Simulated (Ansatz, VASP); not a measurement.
# Ti: VASP beside Ansatz

```xyz
1
Lattice="-1.7723 1.7723 1.7066 1.7723 -1.7723 1.7066 1.7723 1.7723 -1.7066" Properties=species:S:1:pos:R:3 pbc="T T T"
Ti    0.0000    0.0000    0.0000
```

Change from the starting cell: strain +0.080 along x and y, +0.040 along z, atoms carried along.

Alike in both runs: task single point; functional PBEsol; k mesh 20 × 20 × 20; occupations gaussian, width 0.15 eV; no spin polarisation.

|  | VASP | Ansatz |
| --- | --- | --- |
| version | VASP 6.6.1 | Ansatz 0.2.0 |
| potentials or method | VASP PAW PBE potentials, release 64 (Ti_sv), cutoff 520 eV | scalar-relativistic, plane waves, PAW |
| valence electrons in the cell | 12 | 12 |

|  | VASP | Ansatz | Ansatz less VASP |
| --- | --- | --- | --- |
| gap on the k mesh at the Fermi level (eV) | none | none | - |
| pressure (GPa) | -18.5 | -18.5 | +0.03 |
| traceless stress, the component that is largest in VASP (GPa) | -0.78 | -0.78 | -0.004 |

VASP's potentials were made for PBE, not for PBEsol. A gap of «none» marks a metal or a gap that the smearing closes. With one functional, cell and mesh, what is left measures potentials, basis and numerics.
